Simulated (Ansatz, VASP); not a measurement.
This is a calculation of CuO for Ansatz 0.2.0.

The input input.yaml:

```yaml
crystal:
  lattice:
    - [2.2940437287, -1.6763657078, 0.0]
    - [2.2940437287, 1.6763657078, 0.0]
    - [-0.8326750593, 0.0, 4.9546185987]
  atoms:
    - { symbol: Cu, position: [0.5, 0.0, 0.5] }
    - { symbol: Cu, position: [0.0, 0.5, 0.0] }
    - { symbol: O, position: [0.4184, 0.5816, 0.75] }
    - { symbol: O, position: [0.5816, 0.4184, 0.25] }
hamiltonian:
  xc: revpbe
  pseudopotentials: { kind: paw }
  dispersion: d3bj
kpoints:
  mp_grid: { grid: [10, 10, 5] }
scf:
  occupations: { method: fermi_dirac, width: 0.05 }
output:
  forces: true
  stress: true
  eigenvalues: true
```

Potentials or basis: Ansatz PAW.

Run with:

```sh
$ ansatz run input.yaml --threads 2 --pin off --max-ram 5120MiB --backend cpu --events-out ev --progress --plain --runs-dir out
```

Problem. Set up the same calculation for VASP 6.6.1. Potentials there: VASP PAW PBE potentials, release 64 (Cu, O).

Solution. As run (the cutoff follows the program's own potentials):

Contents of INCAR:

```
SYSTEM = CuO
  PREC = Accurate
  ENCUT = 520
  EDIFF = 1E-7
  ISMEAR = -1
  SIGMA = 0.05
  LREAL = .FALSE.
  LASPH = .TRUE.
  NELM = 80
  ALGO = Normal
  ISIF = 2
  LWAVE = .FALSE.
  LCHARG = .FALSE.
  GGA = RE
  IVDW = 12
  NBANDS = 25
```

Contents of KPOINTS:

```
Automatic mesh
0
G
  10 10 5
  0 0 0
```

The input POSCAR:

```
CuO
1.0
    2.2940437287     -1.6763657078      0.0000000000
    2.2940437287      1.6763657078      0.0000000000
   -0.8326750593      0.0000000000      4.9546185987
Cu O
2 2
Direct
    0.5000000000      0.0000000000      0.5000000000
    0.0000000000      0.5000000000      0.0000000000
    0.4184000000      0.5816000000      0.7500000000
    0.5816000000      0.4184000000      0.2500000000
```

Potentials or basis: VASP PAW PBE potentials, release 64 (Cu, O).

Run with:

```console
$ cat potpaw_PBE.64/Cu/POTCAR potpaw_PBE.64/O/POTCAR > POTCAR
$ mpirun -np 1 vasp_std > vasp.out
```

Both were run:

|  | VASP | Ansatz | Ansatz less VASP |
| --- | --- | --- | --- |
| gap on the k mesh at the Fermi level (eV) | none | none | - |
| pressure (GPa) | 14.2 | 13.3 | -0.85 |
| traceless stress, the component that is largest in VASP (GPa) | -3.43 | -3.31 | +0.117 |
| rms of the force components (eV/Å) | 0.021 | 0.001 | -0.0203 |

VASP's potentials were made for PBE, not for revPBE. Atom by atom the forces differ by 0.020 eV/Å (rms over components). A gap of «none» marks a metal or a gap that the smearing closes. VASP's potentials hold 34 valence electrons a cell and Ansatz's 50, so a difference there can come from the potentials and not from the codes.
